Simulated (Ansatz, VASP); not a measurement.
# NaI in VASP and in Ansatz

```
Na I
1.0
    -4.05794    4.05794    4.05794
     4.05794   -4.05794    4.05794
     4.05794    4.05794   -4.05794
Na I
4 4
Direct
  0.00000 0.00000 0.00000
  0.50000 0.50000 0.00000
  0.50000 0.00000 0.50000
  0.00000 0.50000 0.50000
  0.50000 0.50000 0.50000
  0.00000 0.00000 0.50000
  0.00000 0.50000 0.00000
  0.50000 0.00000 0.00000
```

Alike in both runs: task relaxation of cell and atoms; functional PBE; k mesh 6 × 6 × 6; occupations gaussian, width 0.02 eV; no spin polarisation.

|  | VASP | Ansatz |
| --- | --- | --- |
| version | VASP 6.6.1 | Ansatz 0.2.0 |
| potentials or method | VASP PAW PBE potentials, release 64 (Na_pv, I), cutoff 600 eV | scalar-relativistic, plane waves, PAW |
| valence electrons in the cell | 56 | 104 |

```tsv
	VASP	Ansatz	Ansatz less VASP
gap on the k mesh at the Fermi level, each at its own relaxed structure (eV)	2.28	2.28	+0.003
relaxed volume (Å³/atom)	33.41	33.41	0.000
relaxed cell length with the largest relative difference (Å)	7.029	7.029	0.0000
```

VASP's potentials hold 56 valence electrons a cell and Ansatz's 104, so a difference there can come from the potentials and not from the codes.

Neither program's run includes spin-orbit coupling. Noted on VASP's run: the relaxation stopped at its first step, so nothing moved.
